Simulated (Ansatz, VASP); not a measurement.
One calculation of SrO, two programs

Contents of INCAR:

```
SYSTEM = SrO
PREC = Accurate ; ENCUT = 520
EDIFF = 1E-6 ; ISMEAR = 0
SIGMA = 0.05 ; LREAL = .FALSE.
LASPH = .TRUE. ; NELM = 80
ALGO = Normal ; ISIF = 2
LWAVE = .FALSE. ; LCHARG = .FALSE.
GGA = PE ; NBANDS = 24
```

The input KPOINTS:

```
Automatic mesh
0
G
  12 12 8
  0 0 0
```

The input POSCAR:

```
SrO
1.0
    4.2754662700      0.0000000000      0.0000000000
   -2.1377331300      3.7026624000      0.0000000000
    0.0000000000      0.0000000000      5.1555949900
Sr O
2 2
Direct
    0.3333333300      0.6666666700      0.9381277000
    0.6666666700      0.3333333300      0.4381277000
    0.3333333300      0.6666666700      0.4368723000
    0.6666666700      0.3333333300      0.9368723000
```

Input for Ansatz:

```yaml
crystal:
  lattice:
    - [4.27546627, 0.0, 0.0]
    - [-2.13773313, 3.7026624, 0.0]
    - [0.0, 0.0, 5.15559499]
  atoms:
    - { symbol: Sr, position: [0.33333333, 0.66666667, 0.9381277] }
    - { symbol: Sr, position: [0.66666667, 0.33333333, 0.4381277] }
    - { symbol: O, position: [0.33333333, 0.66666667, 0.4368723] }
    - { symbol: O, position: [0.66666667, 0.33333333, 0.9368723] }
basis:
  ecutwfc: 420
kpoints:
  mp_grid: { grid: [12, 12, 8] }
hamiltonian:
  xc: pbe
scf:
  occupations: { method: gaussian, width: 0.05 }
output:
  forces: true
  eigenvalues: true
  eigenstates:
    nscf_kmesh: { grid: [30, 30, 22] }
    top_band: c6
    de_dk: true
    localisation: true
  stress: true
checkpoint:
  write: ck
  compress: false
  write_wavefunctions: false
  write_every: 100000
```

Alike in both runs: task single point; functional PBE; k mesh 12 × 12 × 8; occupations gaussian, width 0.05 eV; no spin polarisation.

```csv
,VASP,Ansatz
version,VASP 6.6.1,Ansatz 0.2.0
potentials or method,"VASP PAW PBE potentials, release 64 (Sr_sv, O), cutoff 520 eV","scalar-relativistic, plane waves, PAW"
valence electrons in the cell,32,32
```

```csv
,VASP,Ansatz,Ansatz less VASP
gap on the k mesh at the Fermi level (eV),2.63,2.65,+0.019
pressure (GPa),1.4,0.9,-0.46
"traceless stress, the component that is largest in VASP (GPa)",0.21,0.20,-0.011
rms of the force components (eV/Å),0.008,0.008,-0.0006
```

Atom by atom the forces differ by 0.001 eV/Å (rms over components).
